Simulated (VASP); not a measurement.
# Hf (P6/mmm) in VASP: further runs

Hf is run at these levels: PBE; tasks: single point.

Program: VASP 6.6.1. These are calculated values, not measurements. Logs are shortened: lines on timing, memory, paths and dates and some standing lists are left out, and cuts for length are marked.

## (1) The cell of the first run

The structure is hexagonal, space group P6/mmm (No. 191). Conventional cell: a = 4.926 Å, b = 4.926 Å, c = 3.057 Å, α = 90.00°, β = 90.00°, γ = 120.00°. Hf (site symmetry -6m2) has 11 Hf at 2.84 to 3.23 Å within 3.7 Å. Hf (site symmetry 6/mmm) has 14 Hf at 3.06 to 3.23 Å within 4.0 Å.

## (2) Single point, PBE (volume scaled by 0.960)

Input file INCAR:

```
SYSTEM = Hf
ALGO = Fast
EDIFF = 1E-6
ENCUT = 520
GGA = PE
ISIF = 2
ISMEAR = 0
LASPH = .True.
LCHARG = .True.
LELF = .True.
LREAL = .False.
LVHAR = .True.
LWAVE = .False.
NBANDS = 22
NELM = 80
PREC = Accurate
SIGMA = 0.05
```

Input file KPOINTS:

```
k-points
0
Gamma
  10 10 14
  0 0 0
```

Input file POSCAR:

```
Hf
1.0
    4.9261488133      0.0000000000      0.0000000000
   -2.4630744066      4.2661700151      0.0000000000
    0.0000000000      0.0000000000      3.0567866431
Hf
3
Direct
    0.6666666667      0.3333333333      0.5000000000
    0.3333333333      0.6666666667      0.5000000000
    0.0000000000      0.0000000000      0.0000000000
```

Potentials or basis: VASP PAW PBE potentials, release 64 (Hf_pv).

On the command line:

```bash
$ cat potpaw_PBE.64/Hf_pv/POTCAR > POTCAR
$ mpirun -np 1 vasp_std > vasp.out
```

OUTCAR:

```text
SYSTEM = Hf
   EDIFF = 1E-6
   ENCUT = 520
   GGA = PE
   ISIF = 2
   ISMEAR = 0
   LASPH = .True.
   LREAL = .False.
   NELM = 80
   PREC = Accurate

 ion  position               nearest neighbor table
   1  0.667  0.333  0.500-   2 2.84   2 2.84   2 2.84   3 3.23   3 3.23   3 3.23   3 3.23   3 3.23
                             3 3.23
   2  0.333  0.667  0.500-   1 2.84   1 2.84   1 2.84   3 3.23   3 3.23   3 3.23   3 3.23   3 3.23
                             3 3.23
   3  0.000  0.000  0.000-   1 3.23   2 3.23   1 3.23   2 3.23   2 3.23   2 3.23   1 3.23   1 3.23
                             1 3.23   1 3.23   2 3.23   2 3.23

  LATTYP: Found a hexagonal cell.
 ALAT       =     4.9261488133
 C/A-ratio  =     0.6205225946

  Lattice vectors:

 A1 = (   4.9261488133,   0.0000000000,   0.0000000000)
 A2 = (  -2.4630744066,   4.2661700151,   0.0000000000)
 A3 = (   0.0000000000,   0.0000000000,   3.0567866431)

Analysis of symmetry for initial positions (statically):
=====================================================================
 Subroutine PRICEL returns:
 Original cell was already a primitive cell.

 Routine SETGRP: Setting up the symmetry group for a
 hexagonal supercell.

 Subroutine GETGRP returns: Found 24 space group operations
 (whereof 24 operations were pure point group operations)
 out of a pool of 24 trial point group operations.

The static configuration has the point symmetry D_6h.

Analysis of symmetry for dynamics (positions and initial velocities):
=====================================================================
 Subroutine PRICEL returns:
 Original cell was already a primitive cell.

 Routine SETGRP: Setting up the symmetry group for a
 hexagonal supercell.

 Subroutine GETGRP returns: Found 24 space group operations
 (whereof 24 operations were pure point group operations)
 out of a pool of 24 trial point group operations.

The dynamic configuration has the point symmetry D_6h.

 Subroutine INISYM returns: Found 24 space group operations
 (whereof 24 operations are pure point group operations),
 and found     1 'primitive' translations

----------------------------------------------------------------------------------------

                                     Primitive cell

  volume of cell :      64.2408

  direct lattice vectors                    reciprocal lattice vectors
     4.926148813  0.000000000  0.000000000     0.202998334  0.117201143  0.000000000
    -2.463074407  4.266170015  0.000000000     0.000000000  0.234402285  0.000000000
     0.000000000  0.000000000  3.056786643     0.000000000  0.000000000  0.327140922

  length of vectors
     4.926148813  4.926148813  3.056786643     0.234402285  0.234402285  0.327140922

  position of ions in fractional coordinates (direct lattice)
     0.666666667  0.333333333  0.500000000
     0.333333333  0.666666667  0.500000000
     0.000000000  0.000000000  0.000000000

  ion indices of the primitive-cell ions
   primitive index   ion index
                 1           1
                 2           2
                 3           3

----------------------------------------------------------------------------------------

 KPOINTS: k-points

Automatic generation of k-mesh.
 Grid dimensions read from file:
 generate k-points for:   10   10   14

 Generating k-lattice:

  Cartesian coordinates                     Fractional coordinates (reciprocal lattice)
     0.020299833  0.011720114  0.000000000     0.100000000  0.000000000  0.000000000
     0.000000000  0.023440229  0.000000000     0.000000000  0.100000000  0.000000000
     0.000000000  0.000000000  0.023367209     0.000000000  0.000000000  0.071428571

  Length of vectors
     0.023440229  0.023440229  0.023367209

  Shift w.r.t. Gamma in fractional coordinates (k-lattice)
     0.000000000  0.000000000  0.000000000

 Subroutine IBZKPT returns following result:
 ===========================================

 Found    112 irreducible k-points:

 Following reciprocal coordinates:
            Coordinates               Weight
  0.000000  0.000000  0.000000      1.000000
  0.100000 -0.000000  0.000000      6.000000
  0.200000 -0.000000  0.000000      6.000000
  0.300000 -0.000000  0.000000      6.000000
  0.400000 -0.000000  0.000000      6.000000
  0.500000 -0.000000  0.000000      3.000000
[... 16 lines left out ...]
  0.300000  0.100000  0.071429     24.000000
  0.400000  0.100000  0.071429     24.000000
 [... further k-points ...]
   k-points           NKPTS =    112   k-points in BZ     NKDIM =    112   number of bands    NBANDS=     22
   number of dos      NEDOS =    301   number of ions     NIONS =      3
   total plane-waves  NPLWV =  38400
   dimension x,y,z NGX =    40 NGY =   40 NGZ =   24
   dimension x,y,z NGXF=    80 NGYF=   80 NGZF=   48
   ions per type =               3
   NGX,Y,Z   is equivalent  to a cutoff of  13.50, 13.50, 13.05 a.u.
   NGXF,Y,Z  is equivalent  to a cutoff of  27.00, 27.00, 26.11 a.u.
 SYSTEM =  Hf
   PREC   = accura    normal or accurate (medium, high low for compatibility)
   ISTART =      0    job   : 0-new  1-cont  2-samecut
   ICHARG =      2    charge: 1-file 2-atom 10-const
   ISPIN  =      1    spin polarized calculation?
   LNONCOLLINEAR =      F non collinear calculations
   LSORBIT =      F    spin-orbit coupling
   LASPH  =      T    aspherical Exc in radial PAW
   ENCUT  =  520.0 eV  38.22 Ry    6.18 a.u.   9.16  9.16  5.68*2*pi/ulx,y,z
   NELM   =     80;   NELMIN=  2; NELMDL= -5     # of ELM steps
   EDIFF  = 0.1E-05   stopping-criterion for ELM
   LREAL  =      F    real-space projection
   EDIFFG = 0.1E-04   stopping-criterion for IOM
   NSW    =      0    number of steps for IOM
   IBRION =     -1    ionic relax: 0-MD 1-quasi-New 2-CG
   NFREE  =      0    steps in history (QN), initial steepest desc. (CG)
   ISIF   =      2    stress and relaxation
   ISYM   =      2    0-nonsym 1-usesym 2-fastsym
   POTIM  = 0.5000    time-step for ionic-motion
   TEBEG  =    0.0;   TEEND  =   0.0 temperature during run
   PSTRESS=    0.0 pullay stress
   NELECT =      30.0000    total number of electrons
   NUPDOWN=      -1.0000    fix difference up-down
   EMIN   =  10.00;   EMAX   =-10.00  energy-range for DOS
   EFERMI =   0.00;   METHOD = LEGACY
   ISMEAR =     0;   SIGMA  =   0.05  broadening in eV -4-tet -1-fermi 0-gaus
   EFERMI_NEDOS =   21; number of points for ismear=-14 and -15
   IALGO  =     68    algorithm
   IMIX   =      4    mixing-type and parameters
     AMIX     =   0.40;   BMIX     =  1.00
     AMIX_MAG =   1.60;   BMIX_MAG =  1.00
  volume/ion in A,a.u.               =      21.41       144.51
  Fermi-wavevector in a.u.,A,eV,Ry     =   1.270121  2.400180 21.949007  1.613206
  Thomas-Fermi vector in A             =   2.403125
   LORBIT       =      0    0 simple, 1 ext, 2 COOP (PROOUT), +10 PAW based schemes
   GGA     = PE    functional components
   LHFCALC =     F    Hartree Fock is set to
   AEXX    =    0.0000 exact exchange contribution
   IVDW    =     0    specifies the selected vdW correction
   LEPSILON=     F    determine dielectric tensor
   LRPA    =     F    only Hartree local field effects (RPA)
 non-spin polarized calculation
 RMM-DIIS sequential band-by-band and
 Gauss-broadening in eV      SIGMA  =   0.05
  energy-cutoff  :      520.00
  volume of cell :       64.24
 maximum number of plane-waves:      1748
 NGX is ok and might be reduce to    40
   NGX = 19   NGY = 19   NGZ = 11

 number of electron      30.0000003 magnetization

 Free energy of the ion-electron system (eV)
  ---------------------------------------------------
  ext. energy  EPLUGINS =         0.00000000
  ---------------------------------------------------
  free energy    TOTEN  =       -29.61031674 eV

  energy without entropy =      -29.60702152  energy(sigma->0) =      -29.60866913

 E-fermi :   5.0291     XC(G=0): -11.4833

 val. band max:        5.0130746848   @ k =   0.5000  -0.0000   0.2143
 cond. band min:       5.0310814063   @ k =   0.4000   0.1000   0.3571
 fundamental gap:      0.0180067215
 Fermi energy:         5.0290913556

 k-point     1 :       0.0000    0.0000    0.0000
  band No.  band energies     occupation
      1     -25.6135      2.00000
      2     -25.6135      2.00000
      3     -25.5861      2.00000
      4     -25.5861      2.00000
      5     -25.1729      2.00000
      6     -24.9162      2.00000
[... 14 lines left out ...]
     21       8.0144      0.00000
     22       8.0415      0.00000

 k-point     2 :       0.1000   -0.0000    0.0000
  band No.  band energies     occupation
      1     -25.6898      2.00000
      2     -25.6762      2.00000
      3     -25.5079      2.00000
      4     -25.4964      2.00000
      5     -25.1682      2.00000
      6     -24.9174      2.00000
[... 14 lines left out ...]
     21       7.6080      0.00000
     22       8.5564      0.00000

 k-point     3 :       0.2000   -0.0000    0.0000
  band No.  band energies     occupation
      1     -25.7681      2.00000
      2     -25.7074      2.00000
      3     -25.4242      2.00000
      4     -25.3945      2.00000
      5     -25.1555      2.00000
      6     -24.9203      2.00000
[... 14 lines left out ...]
     21       7.6756      0.00000
     22       9.1315      0.00000

 k-point     4 :       0.3000   -0.0000    0.0000
  band No.  band energies     occupation
      1     -25.8297      2.00000
      2     -25.6888      2.00000
      3     -25.3558      2.00000
      4     -25.3352      2.00000
      5     -25.1388      2.00000
      6     -24.9516      2.00000
[... 14 lines left out ...]
     21       8.2358      0.00000
     22       9.6804      0.00000

 k-point     5 :       0.4000   -0.0000    0.0000
  band No.  band energies     occupation
      1     -25.8688      2.00000
      2     -25.6276      2.00000
      3     -25.3633      2.00000
      4     -25.3107      2.00000
      5     -25.1243      2.00000
      6     -24.9898      2.00000
[... 417 lines left out ...]
 k-point    22 :       0.2000    0.1000    0.0714
  band No.  band energies     occupation
      1     -25.7805      2.00000
      2     -25.7185      2.00000
      3     -25.3976      2.00000
      4     -25.3266      2.00000
      5     -25.1753      2.00000
      6     -24.9629      2.00000
[... 14 lines left out ...]
     21       7.9520      0.00000
     22       9.7419      0.00000

 k-point    23 :       0.3000    0.1000    0.0714
  band No.  band energies     occupation
      1     -25.8248      2.00000
      2     -25.6762      2.00000
      3     -25.3955      2.00000
      4     -25.2716      2.00000
      5     -25.1579      2.00000
      6     -24.9886      2.00000
[... 14 lines left out ...]
     21       8.5595      0.00000
     22       9.0531      0.00000

 k-point    24 :       0.4000    0.1000    0.0714
  band No.  band energies     occupation
      1     -25.8485      2.00000
      2     -25.6031      2.00000
      3     -25.4560      2.00000
      4     -25.2516      2.00000
      5     -25.1401      2.00000
      6     -25.0067      2.00000
[... 14 lines left out ...]
     21       8.3313      0.00000
     22       9.3011      0.00000

 [... further k-points ...]
[... 5 lines left out ...]
  --------------------------------------------------------------------------------------
  -------------------------------------------------------------------------------------
  Total        1.6804444      1.6804444      1.8054866      0.0000000     -0.0000000     -0.0000000
  in kB       41.9106032     41.9106032     45.0291800      0.0000000     -0.0000000     -0.0000000
  external PRESSURE =      42.9501288 kB  Pullay stress =       0.0000000 kB

 VOLUME and BASIS-vectors are now :
 -----------------------------------------------------------------------------
  energy-cutoff  :      520.00
  volume of cell :       64.24
      direct lattice vectors                 reciprocal lattice vectors
     4.926148813  0.000000000  0.000000000     0.202998334  0.117201143  0.000000000
    -2.463074407  4.266170015  0.000000000     0.000000000  0.234402285  0.000000000
     0.000000000  0.000000000  3.056786643     0.000000000  0.000000000  0.327140922

 POSITION                                       TOTAL-FORCE (eV/Angst)
 -----------------------------------------------------------------------------------
      2.46307      1.42206      1.52839         0.000000      0.000000     -0.000000
     -0.00000      2.84411      1.52839        -0.000000     -0.000000      0.000000
      0.00000      0.00000      0.00000        -0.000000     -0.000000     -0.000000
 -----------------------------------------------------------------------------------
    total drift:                                0.000000     -0.000000      0.000000

  FREE ENERGIE OF THE ION-ELECTRON SYSTEM (eV)
  ---------------------------------------------------
  free  energy   TOTEN  =       -29.6103167432 eV

  energy  without entropy=      -29.6070215165  energy(sigma->0) =      -29.60866913
```

Wall time 1.9 min (1 thread of Intel Xeon Platinum 8488C (Sapphire Rapids), shared host); peak memory 0.27 GiB.

Results:

- Free energy: -29.6103 eV
- Pressure: 4.3 GPa
- Band gap on the k mesh: zero (band 15 reaches 5.40 eV, above the bottom of band 16 at 4.42 eV)

Stress tensor (GPa, compression positive):
```
4.19 0.00 0.00
0.00 4.19 0.00
0.00 0.00 4.50
```

Caveat: spin-orbit coupling is left out, which moves the levels of the heavy elements.

## (3) Single point, PBE (volume scaled by 0.640)

Input file INCAR:

```
SYSTEM = Hf
ALGO = Normal
EDIFF = 1E-7
ENCUT = 520
GGA = PE
ISIF = 2
ISMEAR = 0
LASPH = .TRUE.
LCHARG = .FALSE.
LREAL = .FALSE.
LWAVE = .FALSE.
NBANDS = 22
NELM = 80
PREC = Accurate
SIGMA = 0.05
```

Input file KPOINTS:

```
k-points
0
G
  10 10 14
  0 0 0
```

Input file POSCAR:

```
Hf
1.0
    4.3094017530      0.0000000000      0.0000000000
   -2.1547008765      3.7320513932      0.0000000000
    0.0000000000      0.0000000000      2.6629005933
Hf
3
Direct
    0.6666666667      0.3333333333      0.5000000000
    0.3333333333      0.6666666667      0.5000000000
    0.0000000000      0.0000000000      0.0000000000
```

Potentials or basis: VASP PAW PBE potentials, release 64 (Hf_pv).

On the command line:

```bash
$ cat potpaw_PBE.64/Hf_pv/POTCAR > POTCAR
$ mpirun -np 1 vasp_std > vasp.out
```

Run time: 37 s. Hardware: 1 thread of Intel Xeon Platinum 8488C (Sapphire Rapids), shared host; peak memory 0.21 GiB.

It converged, with:

```yaml
Free_energy: -24.0827 eV
Pressure: 104.6 GPa
Band_gap_on_the_k_mesh: zero (band 15 reaches 9.02 eV, above the bottom of band 16 at 7.58 eV)
```

Stress tensor (GPa, compression positive):
```
104.41   0.00   0.00
  0.00 104.41   0.00
  0.00   0.00 105.02
```

Levels at points of the mesh, in eV from the Fermi level:
```csv
k point,band 11,band 12,band 13,band 14,band 15,band 16,band 17,band 18,band 19,band 20
"(0.00, 0.00, 0.00)",-4.42,-0.63,-0.20,-0.20,-0.02,-0.02,1.26,2.77,2.77,3.89
"(0.50, 0.00, 0.00)",-4.50,-4.23,-1.42,-1.27,-0.80,-0.26,1.23,1.78,4.01,4.31
"(0.00, 0.00, 0.50)",-4.90,-3.29,-3.29,-2.54,-1.08,1.80,1.80,3.51,3.51,8.02
"(0.50, 0.00, 0.50)",-3.81,-3.64,-2.93,-1.29,-0.40,-0.03,1.54,3.18,3.35,5.16
```

Caveat: spin-orbit coupling is left out, which moves the levels of the heavy elements.

## (4) Single point, PBE (volume scaled by 0.680)

Input file INCAR:

```
SYSTEM = Hf
ALGO = Normal ; EDIFF = 1E-7
ENCUT = 520 ; GGA = PE
ISIF = 2 ; ISMEAR = 0
LASPH = .True. ; LCHARG = .True.
LELF = .True. ; LREAL = .False.
LVHAR = .True. ; LWAVE = .False.
NBANDS = 22 ; NELM = 100
PREC = Accurate ; SIGMA = 0.05
```

Input file KPOINTS:

```
k-points
0
Gamma
  10 10 14
  0 0 0
```

Input file POSCAR:

```
Hf
1.0
    4.3915994204      0.0000000000      0.0000000000
   -2.1957997102      3.8032366613      0.0000000000
    0.0000000000      0.0000000000      2.7244097318
Hf
3
Direct
    0.6666666667      0.3333333333      0.5000000000
    0.3333333333      0.6666666667      0.5000000000
    0.0000000000      0.0000000000      0.0000000000
```

On the command line:

```bash
$ cat potpaw_PBE.64/Hf_pv/POTCAR > POTCAR
$ mpirun -np 1 vasp_std > vasp.out
```

Wall time 48 s (1 thread of Intel Xeon Platinum 8488C (Sapphire Rapids), shared host); peak memory 0.22 GiB.

The run converged. Its results:

- Free energy: -25.6289 eV
- Pressure: 81.2 GPa
- Band gap on the k mesh: zero (band 15 reaches 8.46 eV, above the bottom of band 16 at 7.16 eV)

Stress tensor (GPa, compression positive):
```
81.03  0.00  0.00
 0.00 81.03  0.00
 0.00  0.00 81.54
```

Levels at points of the mesh, in eV from the Fermi level:
```
           k point  band 13  band 14  band 15  band 16  band 17  band 18
(0.00, 0.00, 0.00)    -0.33    -0.33    -0.19    -0.19     1.29     2.69
(0.50, 0.00, 0.00)    -1.22    -1.14    -0.76    -0.19     1.16     1.71
(0.00, 0.00, 0.50)    -3.08    -2.77    -1.39     1.73     1.73     3.25
(0.50, 0.00, 0.50)    -2.67    -1.24    -0.47     0.10     1.45     2.77
```

Caveat: spin-orbit coupling is left out, which moves the levels of the heavy elements.

(Part 1 of 2 ends here.)
